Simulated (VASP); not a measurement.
# Au (Cmcm) in VASP: notebook, part 2 of 2

VASP 6.6.1. Earlier steps stand in the parts before.

### 4 Single point, PBE

INCAR reads:

```
PREC = Accurate
ENCUT = 500
EDIFF = 1E-6
ISMEAR = 0
SIGMA = 0.1
LREAL = F
LASPH = T
NELM = 120
ALGO = Normal
ISIF = 2
LWAVE = F
LCHARG = T
GGA = PE
LELF = T
LVHAR = T
NBANDS = 18
GGA_COMPAT = F
```

KPOINTS reads:

```
regular mesh
0
Gamma
  1 1 1
```

POSCAR reads:

```
Au
1.0
    1.4113099650     -2.5559330250      0.0000000000
    1.4113099650      2.5559330250      0.0000000000
    0.0000000000      0.0000000000      4.8931696100
Au
2
Direct
    0.6653279700      0.3346720300      0.2500000000
    0.3346720300      0.6653279700      0.7500000000
```

Potentials or basis: VASP PAW PBE potentials, release 64 (Au).

Started as:

```console
cat potpaw_PBE.64/Au/POTCAR > POTCAR
mpirun -np 1 vasp_gam > vasp.out
```

OUTCAR:

```text
PREC = Accurate
   ENCUT = 500
   EDIFF = 1E-6
   ISMEAR = 0
   LREAL = F
   LASPH = T
   NELM = 120
   ISIF = 2
   GGA = PE

 ion  position               nearest neighbor table
   1  0.665  0.335  0.250-   2 2.95   2 2.95   2 2.95   2 2.95   2 2.97   2 2.97
   2  0.335  0.665  0.750-   1 2.95   1 2.95   1 2.95   1 2.95   1 2.97   1 2.97

  LATTYP: Found a base centered orthorhombic cell.
 ALAT       =     2.8226199300
 B/A-ratio  =     1.8110359088
 C/A-ratio  =     1.7335559627

  Lattice vectors:

 A1 = (   1.4113099650,  -2.5559330250,   0.0000000000)
 A2 = (   1.4113099650,   2.5559330250,   0.0000000000)
 A3 = (   0.0000000000,   0.0000000000,   4.8931696100)

Analysis of symmetry for initial positions (statically):
=====================================================================
 Subroutine PRICEL returns:
 Original cell was already a primitive cell.

 Routine SETGRP: Setting up the symmetry group for a
 base centered orthorhombic supercell.

 Subroutine GETGRP returns: Found  8 space group operations
 (whereof  4 operations were pure point group operations)
 out of a pool of  8 trial point group operations.

The static configuration has the point symmetry C_2h.
 The point group associated with its full space group is D_2h.

Analysis of symmetry for dynamics (positions and initial velocities):
=====================================================================
 Subroutine PRICEL returns:
 Original cell was already a primitive cell.

 Routine SETGRP: Setting up the symmetry group for a
 base centered orthorhombic supercell.

 Subroutine GETGRP returns: Found  8 space group operations
 (whereof  4 operations were pure point group operations)
 out of a pool of  8 trial point group operations.

The dynamic configuration has the point symmetry C_2h.
 The point group associated with its full space group is D_2h.

[... 87 lines left out ...]
   EMIN   =  10.00;   EMAX   =-10.00  energy-range for DOS
   EFERMI =   0.00;   METHOD = LEGACY
   ISMEAR =     0;   SIGMA  =   0.10  broadening in eV -4-tet -1-fermi 0-gaus
   EFERMI_NEDOS =   21; number of points for ismear=-14 and -15
   IALGO  =     38    algorithm
   IMIX   =      4    mixing-type and parameters
     AMIX     =   0.40;   BMIX     =  1.00
     AMIX_MAG =   1.60;   BMIX_MAG =  1.00
  volume/ion in A,a.u.               =      17.65       119.11
  Fermi-wavevector in a.u.,A,eV,Ry     =   1.398358  2.642513 26.604898  1.955405
  Thomas-Fermi vector in A             =   2.521524
   LORBIT       =      0    0 simple, 1 ext, 2 COOP (PROOUT), +10 PAW based schemes
   GGA     = PE    functional components
   LHFCALC =     F    Hartree Fock is set to
   AEXX    =    0.0000 exact exchange contribution
   IVDW    =     0    specifies the selected vdW correction
   LEPSILON=     F    determine dielectric tensor
   LRPA    =     F    only Hartree local field effects (RPA)
 non-spin polarized calculation
 Gauss-broadening in eV      SIGMA  =   0.10
  energy-cutoff  :      500.00
  volume of cell :       35.30
 maximum number of plane-waves:       445
 NGX is ok and might be reduce to    24
   NGX = 11   NGY = 11   NGZ = 17

 number of electron      21.9999997 magnetization

 Free energy of the ion-electron system (eV)
  ---------------------------------------------------
  ext. energy  EPLUGINS =         0.00000000
  ---------------------------------------------------
  free energy    TOTEN  =       -14.97558620 eV

  energy without entropy =      -14.96909983  energy(sigma->0) =      -14.97234302

 E-fermi :   7.5129     XC(G=0): -12.2179

 val. band max:        7.3437224144   @ k =   0.0000   0.0000   0.0000
 cond. band min:       7.6819144803   @ k =   0.0000   0.0000   0.0000
 fundamental gap:      0.3381920659
 Fermi energy:         7.5128705107

 k-point     1 :       0.0000    0.0000    0.0000
  band No.  band energies     occupation
      1      -0.4258      2.00000
      2       2.4246      2.00000
      3       4.4564      2.00000
      4       5.2895      2.00000
      5       5.6385      2.00000
      6       5.8370      2.00000
[... 10 lines left out ...]
     17      26.6593      0.00000
     18      27.5388      0.00000

------------------------ aborting loop because EDIFF is reached ----------------------------------------

  FORCE on cell =-STRESS in cart. coord.  units (eV):
  Direction    XX          YY          ZZ          XY          YZ          ZX
  --------------------------------------------------------------------------------------
  -------------------------------------------------------------------------------------
  Total       -0.9824863     -5.0246940     -4.0011920      0.0000000      0.0000000      0.0000000
  in kB      -44.5907650   -228.0489408   -181.5966480      0.0000000      0.0000000      0.0000000
  external PRESSURE =    -151.4121179 kB  Pullay stress =       0.0000000 kB

 VOLUME and BASIS-vectors are now :
 -----------------------------------------------------------------------------
  energy-cutoff  :      500.00
  volume of cell :       35.30
      direct lattice vectors                 reciprocal lattice vectors
     1.411309965 -2.555933025  0.000000000     0.354280783 -0.195623279  0.000000000
     1.411309965  2.555933025  0.000000000     0.354280783  0.195623279  0.000000000
     0.000000000  0.000000000  4.893169610     0.000000000  0.000000000  0.204366511

 POSITION                                       TOTAL-FORCE (eV/Angst)
 -----------------------------------------------------------------------------------
      1.41131     -0.84513      1.22329         0.000000     -0.304850      0.000000
      1.41131      0.84513      3.66988         0.000000      0.304850     -0.000000
 -----------------------------------------------------------------------------------
    total drift:                                0.000000      0.000000     -0.000000

  FREE ENERGIE OF THE ION-ELECTRON SYSTEM (eV)
  ---------------------------------------------------
  free  energy   TOTEN  =       -14.9755862011 eV

  energy  without entropy=      -14.9690998304  energy(sigma->0) =      -14.97234302
```

OSZICAR:

```text
N       E                     dE             d eps       ncg     rms          rms(c)
DAV:   1     0.190184152729E+03    0.19018E+03   -0.13061E+04    36   0.118E+03
DAV:   2    -0.849708320603E+01   -0.19868E+03   -0.19634E+03    40   0.314E+02
DAV:   3    -0.155609752041E+02   -0.70639E+01   -0.70211E+01    40   0.500E+01
DAV:   4    -0.156076334633E+02   -0.46658E-01   -0.46636E-01    46   0.469E+00
DAV:   5    -0.156077794849E+02   -0.14602E-03   -0.14602E-03    38   0.259E-01    0.104E+01
DAV:   6    -0.151322443609E+02    0.47554E+00   -0.32562E-01    36   0.478E+00    0.568E+00
DAV:   7    -0.149818193608E+02    0.15043E+00   -0.14713E-01    44   0.290E+00    0.138E+00
DAV:   8    -0.149747892810E+02    0.70301E-02   -0.19632E-02    44   0.101E+00    0.329E-01
DAV:   9    -0.149755660525E+02   -0.77677E-03   -0.74516E-04    40   0.206E-01    0.573E-02
DAV:  10    -0.149755818037E+02   -0.15751E-04   -0.37582E-05    36   0.463E-02    0.200E-02
DAV:  11    -0.149755864796E+02   -0.46759E-05   -0.14360E-05    36   0.292E-02    0.834E-03
DAV:  12    -0.149755862011E+02    0.27850E-06   -0.20293E-06    34   0.114E-02
   1 F= -.14975586E+02 E0= -.14972343E+02  d E =-.648637E-02
```

stdout:

```text
POSCAR found type information on POSCAR Au
 POSCAR found :  1 types and       2 ions
 scaLAPACK will be used
 LDA part: xc-table for (Slater+PW92), standard interpolation
 POSCAR, INCAR and KPOINTS ok, starting setup
 FFT: planning ... GRIDC
 FFT: planning ... GRID_SOFT
 FFT: planning ... GRID
 WAVECAR not read
 entering main loop
```

It took 4.6 s on 1 thread of Intel Xeon 6975P-C (Granite Rapids), shared host; peak memory 0.14 GiB.

The run converged, but its numbers aren't listed here, since they failed a check.

Caveat: the k points lie up to 2.54 Å⁻¹ apart; the mesh shows a gap though the element is a metal; spin-orbit coupling is left out, which moves the levels of the heavy elements.
